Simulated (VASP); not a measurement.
# Sb (Fm-3m) in VASP: further runs, part 2 of 2

VASP 6.6.1. The steps go on from the part before.

## Step 3: Single point, PBE

The input, INCAR:

```
PREC     = Accurate       # precision mode
ENCUT    = 520            # plane-wave cutoff, eV
EDIFF    = 1E-6           # SCF threshold, eV
ISMEAR   = -1             # smearing method
SIGMA    = 0.1            # smearing width, eV
LREAL    = F              # projectors in reciprocal space
LASPH    = T              # aspherical terms in the spheres
NELM     = 80             # most SCF steps
ALGO     = Normal         # electronic algorithm
ISIF     = 2              # what is computed and relaxed
LWAVE    = F              # write WAVECAR
LCHARG   = F              # write CHGCAR
GGA      = PE             # functional
NBANDS   = 8              # bands
```

The input, KPOINTS:

```
Automatic mesh
0
Gamma
  17 17 17
```

The input, POSCAR:

```
Sb
1.0
    0.0000000000      1.8855737315      1.8855737315
    1.8855737315      0.0000000000      1.8855737315
    1.8855737315      1.8855737315      0.0000000000
Sb
1
Direct
    0.0000000000      0.0000000000      0.0000000000
```

Potentials or basis: VASP PAW PBE potentials, release 64 (Sb).

Run with:

```sh
cat potpaw_PBE.64/Sb/POTCAR > POTCAR
mpirun -np 1 vasp_std > vasp.out
```

OUTCAR:

```text
PREC = Accurate
   ENCUT = 520
   EDIFF = 1E-6
   ISMEAR = -1
   LREAL = F
   LASPH = T
   NELM = 80
   ISIF = 2
   GGA = PE

 ion  position               nearest neighbor table
   1  0.000  0.000  0.000-

  LATTYP: Found a face centered cubic cell.
 ALAT       =     3.7711474630

  Lattice vectors:

 A1 = (   0.0000000000,   1.8855737315,   1.8855737315)
 A2 = (   1.8855737315,   0.0000000000,   1.8855737315)
 A3 = (   1.8855737315,   1.8855737315,   0.0000000000)

Analysis of symmetry for initial positions (statically):
=====================================================================
 Subroutine PRICEL returns:
 Original cell was already a primitive cell.

 Routine SETGRP: Setting up the symmetry group for a
 face centered cubic supercell.

 Subroutine GETGRP returns: Found 48 space group operations
 (whereof 48 operations were pure point group operations)
 out of a pool of 48 trial point group operations.

The static configuration has the point symmetry O_h .

Analysis of symmetry for dynamics (positions and initial velocities):
=====================================================================
 Subroutine PRICEL returns:
 Original cell was already a primitive cell.

 Routine SETGRP: Setting up the symmetry group for a
 face centered cubic supercell.

 Subroutine GETGRP returns: Found 48 space group operations
 (whereof 48 operations were pure point group operations)
 out of a pool of 48 trial point group operations.

The dynamic configuration has the point symmetry O_h .

 Subroutine INISYM returns: Found 48 space group operations
 (whereof 48 operations are pure point group operations),
 and found     1 'primitive' translations

----------------------------------------------------------------------------------------

                                     Primitive cell

[... 106 lines left out ...]
   IMIX   =      4    mixing-type and parameters
     AMIX     =   0.40;   BMIX     =  1.00
     AMIX_MAG =   1.60;   BMIX_MAG =  1.00
  volume/ion in A,a.u.               =      13.41        90.48
  Fermi-wavevector in a.u.,A,eV,Ry     =   1.178360  2.226777 18.892128  1.388532
  Thomas-Fermi vector in A             =   2.314690
   LORBIT       =      0    0 simple, 1 ext, 2 COOP (PROOUT), +10 PAW based schemes
   GGA     = PE    functional components
   LHFCALC =     F    Hartree Fock is set to
   AEXX    =    0.0000 exact exchange contribution
   IVDW    =     0    specifies the selected vdW correction
   LEPSILON=     F    determine dielectric tensor
   LRPA    =     F    only Hartree local field effects (RPA)
 non-spin polarized calculation
  energy-cutoff  :      520.00
  volume of cell :       13.41
 maximum number of plane-waves:       371
   NGX =  9   NGY =  9   NGZ =  9

 number of electron       5.0000000 magnetization

 Free energy of the ion-electron system (eV)
  ---------------------------------------------------
  ext. energy  EPLUGINS =         0.00000000
  ---------------------------------------------------
  free energy    TOTEN  =         1.17162730 eV

  energy without entropy =        1.18283414  energy(sigma->0) =        1.17723072

 E-fermi :  21.2900     XC(G=0): -13.5687

 val. band max:       21.2357504759   @ k =   0.4118   0.3529   0.0000
 cond. band min:      21.3497793101   @ k =   0.4706   0.3529   0.1176
 fundamental gap:      0.1140288342
 Fermi energy:        21.2899699351

 k-point     1 :       0.0000    0.0000    0.0000
  band No.  band energies     occupation
      1       0.2960      2.00000
      2      29.8913      0.00000
      3      32.3762      0.00000
      4      32.3762      0.00000
      5      32.3762      0.00000
      6      33.8601      0.00000
      7      33.8601      0.00000
      8      33.8601      0.00000
[... 243 lines left out ...]
 k-point    24 :      -0.1176    0.0588    0.0000
  band No.  band energies     occupation
      1       1.0760      2.00000
      2      26.2040      0.00000
      3      28.4849      0.00000
      4      31.5726      0.00000
      5      32.6853      0.00000
      6      34.6682      0.00000
      7      35.1588      0.00000
      8      36.1822      0.00000

 [... further k-points ...]

------------------------ aborting loop because EDIFF is reached ----------------------------------------

  FORCE on cell =-STRESS in cart. coord.  units (eV):
  Direction    XX          YY          ZZ          XY          YZ          ZX
  --------------------------------------------------------------------------------------
  -------------------------------------------------------------------------------------
  Total       18.9346756     18.9346756     18.9346756     -0.0000000      0.0000000      0.0000000
  in kB     2262.6005949   2262.6005949   2262.6005949     -0.0000000      0.0000000      0.0000000
  external PRESSURE =    2262.6005949 kB  Pullay stress =       0.0000000 kB

 VOLUME and BASIS-vectors are now :
 -----------------------------------------------------------------------------
  energy-cutoff  :      520.00
  volume of cell :       13.41
      direct lattice vectors                 reciprocal lattice vectors
     0.000000000  1.885573732  1.885573732    -0.265171280  0.265171280  0.265171280
     1.885573732  0.000000000  1.885573732     0.265171280 -0.265171280  0.265171280
     1.885573732  1.885573732  0.000000000     0.265171280  0.265171280 -0.265171280

 POSITION                                       TOTAL-FORCE (eV/Angst)
 -----------------------------------------------------------------------------------
      0.00000      0.00000      0.00000        -0.000000      0.000000      0.000000
 -----------------------------------------------------------------------------------
    total drift:                                0.000000      0.000000     -0.000000

  FREE ENERGIE OF THE ION-ELECTRON SYSTEM (eV)
  ---------------------------------------------------
  free  energy   TOTEN  =         1.1716273027 eV

  energy  without entropy=        1.1828341368  energy(sigma->0) =        1.17723072
```

stdout:

```text
POSCAR found type information on POSCAR Sb
 POSCAR found :  1 types and       1 ions
 scaLAPACK will be used
 LDA part: xc-table for (Slater+PW92), standard interpolation
 POSCAR, INCAR and KPOINTS ok, starting setup
 FFT: planning ... GRIDC
 FFT: planning ... GRID_SOFT
 FFT: planning ... GRID
 WAVECAR not read
 entering main loop
```

It took 25 s on 1 thread of Intel Xeon 8259CL, shared host; peak memory 0.13 GiB.

What came out:

```
Free energy : 1.1716 eV
Pressure    : 226.3 GPa
```

Caveat: spin-orbit coupling is left out, which moves the levels of the heavy elements.

## Step 4: Relaxation of cell and atoms, PBE, target pressure 220 GPa, at which the enthalpy is minimised

This run uses another cell than the first one, of 13.36 Å³/atom, 0.996 times its volume.

The input, INCAR:

```
  ALGO = Normal
  EDIFF = 1E-6
  EDIFFG = -0.005
  ENCUT = 600
  GGA = PE
  IBRION = 2
  ISIF = 3
  ISMEAR = -1
  LASPH = T
  LCHARG = F
  LREAL = F
  LWAVE = F
  NELM = 100
  NSW = 60
  PREC = Accurate
  PSTRESS = 2200.0
  SIGMA = 0.1
```

The input, KPOINTS:

```
k-points
0
Gamma
  17 17 17
```

The input, POSCAR:

```
Sb
1.0
    0.0000000000      1.8833156749      1.8833156749
    1.8833156749      0.0000000000      1.8833156749
    1.8833156749      1.8833156749      0.0000000000
Sb
1
Direct
    0.0000000000      0.0000000000      0.0000000000
```

Run with:

```sh
cat potpaw_PBE.64/Sb/POTCAR > POTCAR
mpirun -np 1 vasp_std > vasp.out
```

Wall time 44 s (1 thread of Intel Xeon 8259CL, shared host); peak memory 0.16 GiB.

It converged, with:

```yaml
Free_energy: 1.0327 eV
Relaxed_volume: 13.51 Å³/atom
Relaxed_cell: a = 2.673 Å, b = 2.673 Å, c = 2.673 Å, α = 60.00°, β = 60.00°, γ = 60.00°
Space_group_after_relaxing_to_0.05_Å: Fm-3m (No. 225)
Energy_change_on_relaxing_the_enthalpy_is_what_falls: -207.1 meV/atom
Ionic_steps: 4
Pressure_after_relaxing: 220.0 GPa
```

The path:
```csv
step,energy change (eV),largest force (eV/Å),pressure (GPa),volume (Å³)
1,0.0000,0.0000,229.35,13.36
2,-1.8164,0.0000,148.82,14.93
3,-0.2185,0.0000,219.48,13.52
4,-0.2071,0.0000,219.97,13.51
```

Final structure:
```cif
data_structure
_symmetry_space_group_name_H-M 'P 1'
_symmetry_Int_Tables_number 1
_cell_length_a 2.6732
_cell_length_b 2.6732
_cell_length_c 2.6732
_cell_angle_alpha 60.000
_cell_angle_beta 60.000
_cell_angle_gamma 60.000
_cell_volume 13.51
loop_
_atom_site_label
_atom_site_type_symbol
_atom_site_fract_x
_atom_site_fract_y
_atom_site_fract_z
_atom_site_occupancy
Sb1 Sb 0.00000 0.00000 0.00000 1
```

Levels at points of the mesh, in eV from the Fermi level:
| k point | band 1 | band 2 | band 3 | band 4 | band 5 |
| --- | --- | --- | --- | --- | --- |
| (0.00, 0.00, 0.00) | -20.88 | 8.64 | 11.04 | 11.04 | 11.04 |

Caveat: the cell is relaxed towards a set pressure, so the enthalpy falls and the energy may rise; spin-orbit coupling is left out, which moves the levels of the heavy elements.

## Step 5: Relaxation of cell and atoms, PBE, target pressure 220 GPa, at which the enthalpy is minimised

The input, INCAR:

```
PREC = Accurate
ENCUT = 600
EDIFF = 1E-6
ISMEAR = -1
SIGMA = 0.1
LREAL = F
LASPH = T
NELM = 60
ALGO = Normal
ISIF = 3
LWAVE = F
LCHARG = F
GGA = PE
IBRION = 2
NSW = 32
EDIFFG = -0.005
PSTRESS = 2200.0
```

The input, KPOINTS:

```
Automatic mesh
0
Gamma
  17 17 17
```

The input, POSCAR:

```
Sb
1.0
    0.0000000000      1.8857607080      1.8857607080
    1.8857607080      0.0000000000      1.8857607080
    1.8857607080      1.8857607080      0.0000000000
Sb
1
Direct
    0.0000000000      0.0000000000      0.0000000000
```

Run with:

```sh
cat potpaw_PBE.64/Sb/POTCAR > POTCAR
mpirun -np 1 vasp_std > vasp.out
```

It took 49 s on 1 thread of Intel Xeon 8259CL, shared host; peak memory 0.16 GiB.

It converged, with:

```
Free energy                                            : 1.0328 eV
Relaxed volume                                         : 13.51 Å³/atom
Relaxed cell                                           : a = 2.673 Å, b = 2.673 Å, c = 2.673 Å, α = 60.00°, β = 60.00°, γ = 60.00°
Space group after relaxing (to 0.05 Å)                 : Fm-3m (No. 225)
Energy change on relaxing (the enthalpy is what falls) : -133.0 meV/atom
Ionic steps                                            : 4
Pressure after relaxing                                : 220.0 GPa
```

The path:
| step | energy change (eV) | largest force (eV/Å) | pressure (GPa) | volume (Å³) |
| --- | --- | --- | --- | --- |
| 1 | 0.0000 | 0.0000 | 226.01 | 13.41 |
| 2 | -1.2300 | 0.0000 | 171.18 | 14.41 |
| 3 | -0.1375 | 0.0000 | 219.80 | 13.51 |
| 4 | -0.1330 | 0.0000 | 219.99 | 13.51 |

Final structure:
```cif
data_structure
_symmetry_space_group_name_H-M 'P 1'
_symmetry_Int_Tables_number 1
_cell_length_a 2.6732
_cell_length_b 2.6732
_cell_length_c 2.6732
_cell_angle_alpha 60.000
_cell_angle_beta 60.000
_cell_angle_gamma 60.000
_cell_volume 13.51
loop_
_atom_site_label
_atom_site_type_symbol
_atom_site_fract_x
_atom_site_fract_y
_atom_site_fract_z
_atom_site_occupancy
Sb1 Sb 0.00000 0.00000 0.00000 1
```

Levels at points of the mesh, in eV from the Fermi level:
| k point | band 1 | band 2 | band 3 | band 4 | band 5 | band 6 |
| --- | --- | --- | --- | --- | --- | --- |
| (0.00, 0.00, 0.00) | -20.88 | 8.64 | 11.04 | 11.04 | 11.04 | 12.54 |

Caveat: the cell is relaxed towards a set pressure, so the enthalpy falls and the energy may rise; spin-orbit coupling is left out, which moves the levels of the heavy elements.

## Step 6: The runs side by side

| task | cell | cutoff (eV) | gap on the mesh (eV) | pressure (GPa) |
| --- | --- | --- | --- | --- |
| single point | a = 2.667 Å, angles 60.0°, 1 atom | 520 | none | 226.3 |
| relaxation of cell and atoms | relaxed to 220 GPa from a = 2.663 Å, angles 60.0°, 1 atom | 600 | none | 220.0 |
| relaxation of cell and atoms | relaxed to 220 GPa from a = 2.667 Å, angles 60.0°, 1 atom | 600 | none | 220.0 |

Alike in all rows: level PBE; potentials or basis VASP PAW PBE potentials, release 64 (Sb); no spin polarisation; k mesh 17 × 17 × 17; smearing fermi-dirac 0.1 eV.

Caveats: spin-orbit coupling is left out, which moves the levels of the heavy elements; the cell is relaxed towards a set pressure, so the enthalpy falls and the energy may rise (some runs).

Absolute energies hang on the potentials; compare differences alone.
